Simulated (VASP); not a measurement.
# MoH3 in VASP: a series of runs

Runs on MoH3. Level: PBE. Tasks: single point.

Program: VASP 6.6.1. These are calculated values, not measurements. Logs are shortened: lines on timing, memory, paths and dates and some standing lists are left out, and cuts for length are marked.

### Step 1. The cell of the first run

It takes space group Pm-3m (No. 221, cubic). The conventional cell has a = 2.905 Å, b = 2.905 Å, c = 2.905 Å, α = 90.00°, β = 90.00°, γ = 90.00°. H (site symmetry 4/mmm) has 8 H at 2.05 Å and 4 Mo at 2.05 Å within 2.7 Å. Mo (site symmetry m-3m) has 12 H at 2.05 Å within 2.7 Å.

### Step 2. Single point, PBE

INCAR reads:

```
SYSTEM = MoH3
ALGO     = Normal         ! electronic algorithm
EDIFF    = 1E-6           ! SCF threshold, eV
ENCUT    = 500            ! plane-wave cutoff, eV
GGA      = PE             ! functional
GGA_COMPAT= .False.      
ISIF     = 2              ! what is computed and relaxed
ISMEAR   = 0              ! smearing method
LASPH    = .True.         ! aspherical terms in the spheres
LCHARG   = .True.         ! write CHGCAR
LELF     = .True.         ! ELF
LREAL    = .False.        ! projectors in reciprocal space
LVHAR    = .True.       
LWAVE    = .False.        ! write WAVECAR
NBANDS   = 16             ! bands
NELM     = 120            ! most SCF steps
PREC     = Accurate       ! precision mode
SIGMA    = 0.15           ! smearing width, eV
```

KPOINTS reads:

```
k-points
0
Gamma
  4 4 4
  0 0 0
```

POSCAR reads:

```
MoH3
1.0
    2.9048610079      0.0000000000      0.0000000000
    0.0000000000      2.9048610079      0.0000000000
    0.0000000000      0.0000000000      2.9048610079
H Mo
3 1
Direct
    0.5000000000      0.5000000000      0.0000000000
    0.5000000000      0.0000000000      0.5000000000
    0.0000000000      0.5000000000      0.5000000000
    0.0000000000      0.0000000000      0.0000000000
```

Potentials or basis: VASP PAW PBE potentials, release 64 (H, Mo_sv).

Command:

```sh
> cat potpaw_PBE.64/H/POTCAR potpaw_PBE.64/Mo_sv/POTCAR > POTCAR
> mpirun -np 1 vasp_std > vasp.out
```

OUTCAR:

```text
SYSTEM = MoH3
   EDIFF = 1E-6
   ENCUT = 500
   GGA = PE
   ISIF = 2
   ISMEAR = 0
   LASPH = .True.
   LREAL = .False.
   NELM = 120
   PREC = Accurate

 ion  position               nearest neighbor table
   1  0.500  0.500  0.000-   4 2.05   4 2.05   4 2.05   4 2.05
   2  0.500  0.000  0.500-   4 2.05   4 2.05   4 2.05   4 2.05
   3  0.000  0.500  0.500-   4 2.05   4 2.05   4 2.05   4 2.05
   4  0.000  0.000  0.000-   1 2.05   2 2.05   3 2.05   2 2.05   3 2.05   1 2.05   3 2.05   3 2.05
                             1 2.05   2 2.05   2 2.05   1 2.05

  LATTYP: Found a simple cubic cell.
 ALAT       =     2.9048610079

  Lattice vectors:

 A1 = (   2.9048610079,   0.0000000000,   0.0000000000)
 A2 = (   0.0000000000,   2.9048610079,   0.0000000000)
 A3 = (   0.0000000000,   0.0000000000,   2.9048610079)

Analysis of symmetry for initial positions (statically):
=====================================================================
 Subroutine PRICEL returns:
 Original cell was already a primitive cell.

 Routine SETGRP: Setting up the symmetry group for a
 simple cubic supercell.

 Subroutine GETGRP returns: Found 48 space group operations
 (whereof 48 operations were pure point group operations)
 out of a pool of 48 trial point group operations.

The static configuration has the point symmetry O_h .

Analysis of symmetry for dynamics (positions and initial velocities):
=====================================================================
 Subroutine PRICEL returns:
 Original cell was already a primitive cell.

 Routine SETGRP: Setting up the symmetry group for a
 simple cubic supercell.

 Subroutine GETGRP returns: Found 48 space group operations
 (whereof 48 operations were pure point group operations)
 out of a pool of 48 trial point group operations.

The dynamic configuration has the point symmetry O_h .

 Subroutine INISYM returns: Found 48 space group operations
 (whereof 48 operations are pure point group operations),
 and found     1 'primitive' translations

----------------------------------------------------------------------------------------

                                     Primitive cell

  volume of cell :      24.5118

  direct lattice vectors                    reciprocal lattice vectors
     2.904861008  0.000000000  0.000000000     0.344250550  0.000000000  0.000000000
     0.000000000  2.904861008  0.000000000     0.000000000  0.344250550  0.000000000
[... 76 lines left out ...]
   EDIFFG = 0.1E-04   stopping-criterion for IOM
   NSW    =      0    number of steps for IOM
   IBRION =     -1    ionic relax: 0-MD 1-quasi-New 2-CG
   NFREE  =      0    steps in history (QN), initial steepest desc. (CG)
   ISIF   =      2    stress and relaxation
   ISYM   =      2    0-nonsym 1-usesym 2-fastsym
   POTIM  = 0.5000    time-step for ionic-motion
   TEBEG  =    0.0;   TEEND  =   0.0 temperature during run
   PSTRESS=    0.0 pullay stress
   NELECT =      17.0000    total number of electrons
   NUPDOWN=      -1.0000    fix difference up-down
   EMIN   =  10.00;   EMAX   =-10.00  energy-range for DOS
   EFERMI =   0.00;   METHOD = LEGACY
   ISMEAR =     0;   SIGMA  =   0.15  broadening in eV -4-tet -1-fermi 0-gaus
   EFERMI_NEDOS =   21; number of points for ismear=-14 and -15
   IALGO  =     38    algorithm
   IMIX   =      4    mixing-type and parameters
     AMIX     =   0.40;   BMIX     =  1.00
     AMIX_MAG =   1.60;   BMIX_MAG =  1.00
  volume/ion in A,a.u.               =       6.13        41.35
  Fermi-wavevector in a.u.,A,eV,Ry     =   1.449103  2.738407 28.570849  2.099898
  Thomas-Fermi vector in A             =   2.566868
   LORBIT       =      0    0 simple, 1 ext, 2 COOP (PROOUT), +10 PAW based schemes
   GGA     = PE    functional components
   LHFCALC =     F    Hartree Fock is set to
   AEXX    =    0.0000 exact exchange contribution
   IVDW    =     0    specifies the selected vdW correction
   LEPSILON=     F    determine dielectric tensor
   LRPA    =     F    only Hartree local field effects (RPA)
 non-spin polarized calculation
 Gauss-broadening in eV      SIGMA  =   0.15
  energy-cutoff  :      500.00
  volume of cell :       24.51
 maximum number of plane-waves:       630
 NGX is ok and might be reduce to    24
   NGX = 11   NGY = 11   NGZ = 11

 number of electron      16.9999997 magnetization

 Free energy of the ion-electron system (eV)
  ---------------------------------------------------
  ext. energy  EPLUGINS =         0.00000000
  ---------------------------------------------------
  free energy    TOTEN  =       -19.98763958 eV

  energy without entropy =      -19.96223547  energy(sigma->0) =      -19.97493753

 E-fermi :   8.9346     XC(G=0): -12.3923

 val. band max:        8.8857415624   @ k =   0.5000   0.5000   0.0000
 cond. band min:       8.9503438515   @ k =   0.5000   0.2500   0.2500
 fundamental gap:      0.0646022891
 Fermi energy:         8.9346273603

 k-point     1 :       0.0000    0.0000    0.0000
  band No.  band energies     occupation
      1     -52.1456      2.00000
      2     -25.9652      2.00000
      3     -25.9652      2.00000
      4     -25.9652      2.00000
      5      -2.7310      2.00000
      6       3.6655      2.00000
[... 167 lines left out ...]
      3     -26.4010      2.00000
      4     -26.4010      2.00000
      5       2.0162      2.00000
      6       2.0162      2.00000
[... 8 lines left out ...]
     15      16.9071      0.00000
     16      16.9071      0.00000

------------------------ aborting loop because EDIFF is reached ----------------------------------------

  FORCE on cell =-STRESS in cart. coord.  units (eV):
  Direction    XX          YY          ZZ          XY          YZ          ZX
  --------------------------------------------------------------------------------------
  -------------------------------------------------------------------------------------
  Total        0.0778705      0.0778705      0.0778705     -0.0000000      0.0000000      0.0000000
  in kB        5.0898824      5.0898824      5.0898824     -0.0000000      0.0000000      0.0000000
  external PRESSURE =       5.0898824 kB  Pullay stress =       0.0000000 kB

 VOLUME and BASIS-vectors are now :
 -----------------------------------------------------------------------------
  energy-cutoff  :      500.00
  volume of cell :       24.51
      direct lattice vectors                 reciprocal lattice vectors
     2.904861008  0.000000000  0.000000000     0.344250550  0.000000000  0.000000000
     0.000000000  2.904861008  0.000000000     0.000000000  0.344250550  0.000000000
     0.000000000  0.000000000  2.904861008     0.000000000  0.000000000  0.344250550

 POSITION                                       TOTAL-FORCE (eV/Angst)
 -----------------------------------------------------------------------------------
      1.45243      1.45243      0.00000         0.000000      0.000000      0.000000
      1.45243      0.00000      1.45243         0.000000      0.000000      0.000000
      0.00000      1.45243      1.45243         0.000000      0.000000      0.000000
      0.00000      0.00000      0.00000         0.000000      0.000000      0.000000
 -----------------------------------------------------------------------------------
    total drift:                                0.000000      0.000000      0.000000

  FREE ENERGIE OF THE ION-ELECTRON SYSTEM (eV)
  ---------------------------------------------------
  free  energy   TOTEN  =       -19.9876395803 eV

  energy  without entropy=      -19.9622354749  energy(sigma->0) =      -19.97493753
```

OSZICAR:

```text
N       E                     dE             d eps       ncg     rms          rms(c)
DAV:   1     0.103999816073E+03    0.10400E+03   -0.83270E+03   320   0.992E+02
DAV:   2    -0.197036448038E+02   -0.12370E+03   -0.11809E+03   408   0.292E+02
DAV:   3    -0.213360878410E+02   -0.16324E+01   -0.16279E+01   368   0.336E+01
DAV:   4    -0.213400654436E+02   -0.39776E-02   -0.39776E-02   352   0.192E+00
DAV:   5    -0.213400909677E+02   -0.25524E-04   -0.25524E-04   344   0.141E-01    0.206E+01
DAV:   6    -0.200032404301E+02    0.13369E+01   -0.21008E+00   344   0.147E+01    0.500E+00
DAV:   7    -0.199904308770E+02    0.12810E-01   -0.90668E-02   344   0.216E+00    0.219E+00
DAV:   8    -0.199875494218E+02    0.28815E-02   -0.73580E-03   344   0.906E-01    0.120E-01
DAV:   9    -0.199876285256E+02   -0.79104E-04   -0.15992E-04   344   0.133E-01    0.531E-02
DAV:  10    -0.199876356656E+02   -0.71401E-05   -0.47609E-05   336   0.674E-02    0.148E-02
DAV:  11    -0.199876394491E+02   -0.37835E-05   -0.30304E-06   328   0.126E-02    0.135E-03
DAV:  12    -0.199876395803E+02   -0.13122E-06   -0.54540E-08   216   0.209E-03
   1 F= -.19987640E+02 E0= -.19974938E+02  d E =-.254041E-01
```

stdout:

```text
POSCAR found type information on POSCAR H Mo
 POSCAR found :  2 types and       4 ions
 scaLAPACK will be used
 LDA part: xc-table for (Slater+PW92), standard interpolation
 POSCAR, INCAR and KPOINTS ok, starting setup
 FFT: planning ... GRIDC
 FFT: planning ... GRID_SOFT
 FFT: planning ... GRID
 WAVECAR not read
 entering main loop
```

It took 5.7 s on 1 thread of Intel Xeon Platinum 8488C (Sapphire Rapids), shared host; peak memory 0.13 GiB.

What came out:

| Property | Result |
| --- | --- |
| Free energy | -19.9876 eV |
| Pressure | 0.5 GPa |

Levels at points of the mesh, in eV from the Fermi level:
| k point | band 6 | band 7 | band 8 | band 9 | band 10 | band 11 |
| --- | --- | --- | --- | --- | --- | --- |
| (0.00, 0.00, 0.00) | -5.27 | -5.27 | 1.90 | 1.90 | 1.90 | 6.29 |
| (0.50, 0.00, 0.00) | -7.39 | -2.99 | -0.58 | -0.58 | 0.75 | 2.12 |
| (0.50, 0.50, 0.00) | -3.86 | -3.86 | -2.87 | -0.05 | -0.05 | 3.45 |
| (0.50, 0.50, 0.50) | -6.92 | -6.92 | 3.63 | 3.63 | 4.09 | 6.42 |

Caveat: the k points lie up to 0.54 Å⁻¹ apart.

### Step 3. Single point, PBE

This run uses another cell than the first one, of 6.15 Å³/atom, 1.004 times its volume.

INCAR reads:

```
PREC = Accurate ; ENCUT = 500
EDIFF = 1E-6 ; ISMEAR = 0
SIGMA = 0.15 ; LREAL = F
LASPH = T ; NELM = 120
ALGO = Normal ; ISIF = 2
LWAVE = F ; LCHARG = F
GGA = PE ; NBANDS = 16
GGA_COMPAT = F
```

KPOINTS reads:

```
regular mesh
0
Gamma
  5 5 3
```

POSCAR reads:

```
MoH3
1.0
    2.8708606719      0.0000000000      0.0000000000
    0.0000000000      2.8708606719      0.0000000000
    0.0000000000      0.0000000000      2.9853337735
H Mo
3 1
Direct
    0.5000000000      0.0000000000      0.0000000000
    0.0000000000      0.5000000000      0.0000000000
    0.0000000000      0.0000000000      0.5000000000
    0.5000000000      0.5000000000      0.5000000000
```

Potentials or basis: VASP PAW PBE potentials, release 64 (H, Mo_sv).

Command:

```sh
> cat potpaw_PBE.64/H/POTCAR potpaw_PBE.64/Mo_sv/POTCAR > POTCAR
> mpirun -np 1 vasp_std > vasp.out
```

OUTCAR:

```text
PREC = Accurate
   ENCUT = 500
   EDIFF = 1E-6
   ISMEAR = 0
   LREAL = F
   LASPH = T
   NELM = 120
   ISIF = 2
   GGA = PE

 ion  position               nearest neighbor table
   1  0.500  0.000  0.000-   4 2.07   4 2.07   4 2.07   4 2.07
   2  0.000  0.500  0.000-   4 2.07   4 2.07   4 2.07   4 2.07
   3  0.000  0.000  0.500-   4 2.03   4 2.03   4 2.03   4 2.03
   4  0.500  0.500  0.500-   3 2.03   3 2.03   3 2.03   3 2.03   2 2.07   1 2.07   2 2.07   1 2.07
                             2 2.07   1 2.07   2 2.07   1 2.07

  LATTYP: Found a simple tetragonal cell.
 ALAT       =     2.8708606719
 C/A-ratio  =     1.0398741404

  Lattice vectors:

 A1 = (   2.8708606719,   0.0000000000,   0.0000000000)
 A2 = (   0.0000000000,   2.8708606719,   0.0000000000)
 A3 = (   0.0000000000,   0.0000000000,   2.9853337735)

Analysis of symmetry for initial positions (statically):
=====================================================================
 Subroutine PRICEL returns:
 Original cell was already a primitive cell.

 Routine SETGRP: Setting up the symmetry group for a
 simple tetragonal supercell.

[... 160 lines left out ...]
 val. band max:        9.1435058775   @ k =   0.2000   0.0000   0.3333
 cond. band min:       9.3170478945   @ k =   0.4000   0.2000   0.3333
 fundamental gap:      0.1735420171
 Fermi energy:         9.1664568225

 k-point     1 :       0.0000    0.0000    0.0000
  band No.  band energies     occupation
      1     -52.1421      2.00000
      2     -26.1248      2.00000
      3     -25.8916      2.00000
      4     -25.8916      2.00000
      5      -2.7392      2.00000
      6       3.3899      2.00000
[... 205 lines left out ...]
      3     -26.3646      2.00000
      4     -26.3377      2.00000
      5       1.5968      2.00000
      6       2.6952      2.00000
[... 8 lines left out ...]
     15      19.5081      0.00000
     16      19.6520      0.00000

------------------------ aborting loop because EDIFF is reached ----------------------------------------

  FORCE on cell =-STRESS in cart. coord.  units (eV):
  Direction    XX          YY          ZZ          XY          YZ          ZX
  --------------------------------------------------------------------------------------
  -------------------------------------------------------------------------------------
  Total       -0.0301357     -0.0301357      0.0317761      0.0000000      0.0000000     -0.0000000
  in kB       -1.9623419     -1.9623419      2.0691620      0.0000000      0.0000000     -0.0000000
  external PRESSURE =      -0.6185073 kB  Pullay stress =       0.0000000 kB

 VOLUME and BASIS-vectors are now :
 -----------------------------------------------------------------------------
  energy-cutoff  :      500.00
  volume of cell :       24.60
      direct lattice vectors                 reciprocal lattice vectors
     2.870860672  0.000000000  0.000000000     0.348327597  0.000000000  0.000000000
     0.000000000  2.870860672  0.000000000     0.000000000  0.348327597  0.000000000
     0.000000000  0.000000000  2.985333773     0.000000000  0.000000000  0.334970920

 POSITION                                       TOTAL-FORCE (eV/Angst)
 -----------------------------------------------------------------------------------
      1.43543      0.00000      0.00000         0.000000      0.000000      0.000000
      0.00000      1.43543      0.00000         0.000000      0.000000      0.000000
      0.00000      0.00000      1.49267         0.000000      0.000000      0.000000
      1.43543      1.43543      1.49267         0.000000      0.000000      0.000000
 -----------------------------------------------------------------------------------
    total drift:                                0.000000     -0.000000     -0.000000

  FREE ENERGIE OF THE ION-ELECTRON SYSTEM (eV)
  ---------------------------------------------------
  free  energy   TOTEN  =       -19.7947700733 eV

  energy  without entropy=      -19.7708696468  energy(sigma->0) =      -19.78281986
```

stdout:

```text
POSCAR found type information on POSCAR H Mo
 POSCAR found :  2 types and       4 ions
 scaLAPACK will be used
 LDA part: xc-table for (Slater+PW92), standard interpolation
 POSCAR, INCAR and KPOINTS ok, starting setup
 FFT: planning ... GRIDC
 FFT: planning ... GRID_SOFT
 FFT: planning ... GRID
 WAVECAR not read
 entering main loop
```

Run time: 5.8 s. Hardware: 1 thread of Intel Xeon Platinum 8488C (Sapphire Rapids), shared host; peak memory 0.13 GiB.

What came out:

```yaml
Free_energy: -19.7948 eV
Pressure: -0.1 GPa
```

Stress tensor (GPa, compression positive):
```
-0.20  0.00  0.00
 0.00 -0.20  0.00
 0.00  0.00  0.21
```

Caveat: the k points lie up to 0.70 Å⁻¹ apart.

### Step 4. Single point, PBE

This run uses another cell than the first one, of 11.00 Å³/atom, 1.795 times its volume.

INCAR reads:

```
ALGO = Normal
EDIFF = 1E-6
ENCUT = 500
GGA = PE
GGA_COMPAT = False
ISIF = 2
ISMEAR = 0
LASPH = True
LCHARG = True
LELF = True
LREAL = False
LVHAR = True
LWAVE = False
NBANDS = 16
NELM = 120
PREC = Accurate
SIGMA = 0.15
```

KPOINTS reads:

```
k-points
0
Gamma
  4 4 4
```

POSCAR reads:

```
MoH3
1.0
    3.5304747646      0.0000000000      0.0000000000
    0.0000000000      3.5304747646      0.0000000000
    0.0000000000      0.0000000000      3.5304747646
H Mo
3 1
Direct
    0.0000000000      0.5000000000      0.5000000000
    0.5000000000      0.0000000000      0.5000000000
    0.5000000000      0.5000000000      0.0000000000
    0.5000000000      0.5000000000      0.5000000000
```

Command:

```sh
> cat potpaw_PBE.64/H/POTCAR potpaw_PBE.64/Mo_sv/POTCAR > POTCAR
> mpirun -np 1 vasp_std > vasp.out
```

Run time: 4.1 s. Hardware: 1 thread of Intel Xeon 6975P-C (Granite Rapids), shared host; peak memory 0.15 GiB.

The run converged. Its results:

* Free energy: -17.8005 eV
* Pressure: 0.3 GPa

Levels at points of the mesh, in eV from the Fermi level:
| k point | band 6 | band 7 | band 8 | band 9 | band 10 | band 11 |
| --- | --- | --- | --- | --- | --- | --- |
| (0.00, 0.00, 0.00) | -5.56 | -5.56 | 0.92 | 0.92 | 0.92 | 8.64 |
| (0.50, 0.00, 0.00) | -5.41 | -2.84 | 0.10 | 0.10 | 0.99 | 1.73 |
| (0.50, 0.50, 0.00) | -2.09 | -2.09 | -1.44 | 0.23 | 0.23 | 0.80 |
| (0.50, 0.50, 0.50) | -1.50 | -1.50 | -1.09 | -1.09 | -1.09 | 0.84 |

Caveat: the k points lie up to 0.44 Å⁻¹ apart.

### Step 5. The runs side by side

```csv
cell,k mesh,gap on the mesh (eV),pressure (GPa)
"a = 2.905 Å, 4 atoms",4 × 4 × 4,none,0.5
"a = 2.871, b = 2.871, c = 2.985 Å, 4 atoms",5 × 5 × 3,none,-0.1
"a = 3.530 Å, 4 atoms",4 × 4 × 4,none,0.3
```

Alike in all rows: task single point; level PBE; potentials or basis VASP PAW PBE potentials, release 64 (H, Mo_sv); no spin polarisation; cutoff (eV) 500; smearing gaussian 0.15 eV.

Caveats: all runs use coarse meshes.

Absolute energies hang on the potentials; compare differences alone.
